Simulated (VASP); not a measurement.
Here is a VASP 6.6.1 calculation.

INCAR

```
SYSTEM = InBSe2
ALGO     = Normal         ! electronic algorithm
EDIFF    = 1E-6           ! SCF threshold, eV
EDIFFG   = -0.01          ! ionic threshold
ENCUT    = 600            ! plane-wave cutoff, eV
GGA      = PE             ! functional
IBRION   = 2              ! ionic algorithm
ISIF     = 3              ! what is computed and relaxed
ISMEAR   = 0              ! smearing method
LASPH    = .TRUE.         ! aspherical terms in the spheres
LCHARG   = .FALSE.        ! write CHGCAR
LREAL    = .FALSE.        ! projectors in reciprocal space
LWAVE    = .FALSE.        ! write WAVECAR
NELM     = 100            ! most SCF steps
NSW      = 100            ! ionic steps
PREC     = Accurate       ! precision mode
SIGMA    = 0.1            ! smearing width, eV
```

Contents of KPOINTS:

```
k-points
0
G
  12 12 8
  0 0 0
```

POSCAR

```
InBSe2
1.0
    3.8784240315      0.0000000000      0.0000000000
    0.0000000000      3.8784240315      0.0000000000
    0.0000000000      0.0000000000      5.4388728066
In B Se
1 1 2
Direct
    0.0000000000      0.0000000000      0.0000000000
    0.5000000000      0.5000000000      0.5000000000
    0.0000000000      0.0000000000      0.5000000000
    0.5000000000      0.5000000000      0.0000000000
```

Potentials or basis: VASP PAW PBE potentials, release 64 (In_d, B, Se).

The run is started by

```console
$ cat potpaw_PBE.64/In_d/POTCAR potpaw_PBE.64/B/POTCAR potpaw_PBE.64/Se/POTCAR > POTCAR
$ mpirun -np 1 vasp_std > vasp.out
```

**Question.** Predict the space group after relaxing (to 0.1 Å).

**Answer.** P4/mmm (No. 123).

**Question.** Predict the band gap on the k mesh.

**Answer.** Zero (bands 14 and 15 overlap by 4.09 eV).

Final structure:
```cif
data_structure
_symmetry_space_group_name_H-M 'P 1'
_symmetry_Int_Tables_number 1
_cell_length_a 3.9092
_cell_length_b 3.9092
_cell_length_c 5.3673
_cell_angle_alpha 90.000
_cell_angle_beta 90.000
_cell_angle_gamma 90.000
_cell_volume 82.02
loop_
_atom_site_label
_atom_site_type_symbol
_atom_site_fract_x
_atom_site_fract_y
_atom_site_fract_z
_atom_site_occupancy
In1 In 0.00000 0.00000 0.00000 1
B1 B 0.50000 0.50000 0.50000 1
Se1 Se 0.00000 0.00000 0.50000 1
Se2 Se 0.50000 0.50000 0.00000 1
```

Caveat: spin-orbit coupling is left out, which moves the levels of the heavy elements.
